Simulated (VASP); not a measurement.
Input of a VASP 6.6.1 run:

INCAR

```
PREC     = Accurate       # precision mode
ENCUT    = 520            # plane-wave cutoff, eV
EDIFF    = 1E-7           # SCF threshold, eV
ISMEAR   = 0              # smearing method
SIGMA    = 0.1            # smearing width, eV
LREAL    = F              # projectors in reciprocal space
LASPH    = T              # aspherical terms in the spheres
NELM     = 80             # most SCF steps
ALGO     = Normal         # electronic algorithm
ISIF     = 2              # what is computed and relaxed
LWAVE    = F              # write WAVECAR
LCHARG   = F              # write CHGCAR
GGA      = PE             # functional
NBANDS   = 18             # bands
```

The input KPOINTS:

```
Automatic mesh
0
Gamma
  6 6 6
```

File POSCAR:

```
Be5Ir
1.0
    4.1994099950      0.0000000000      0.0000000000
   -2.0997049975      3.6367957366      0.0000000000
    0.0000000000      0.0000000000      3.5276257317
Be Ir
5 1
Direct
    0.6666666667      0.3333333333      0.5000000000
    0.3333333333      0.6666666667      0.5000000000
    0.0000000000      0.6015351030      0.0000000000
    0.6015351030      0.0000000000      0.0000000000
    0.3984648970      0.3984648970      0.0000000000
    0.0000000000      0.0000000000      0.5000000000
```

Potentials or basis: VASP PAW PBE potentials, release 64 (Be, Ir).

The run is started by

```bash
$ cat potpaw_PBE.64/Be/POTCAR potpaw_PBE.64/Ir/POTCAR > POTCAR
$ mpirun -np 1 vasp_std > vasp.out
```

Predict the largest force.

0.013 eV/Å.

What does it give for the pressure?

0.3 GPa.

Forces in eV/Å, atoms in the order of the input:
```
Be   0.000  0.000  0.000
Be   0.000  0.000  0.000
Be  -0.006  0.011  0.000
Be   0.013  0.000  0.000
Be  -0.006 -0.011  0.000
Ir   0.000  0.000  0.000
```
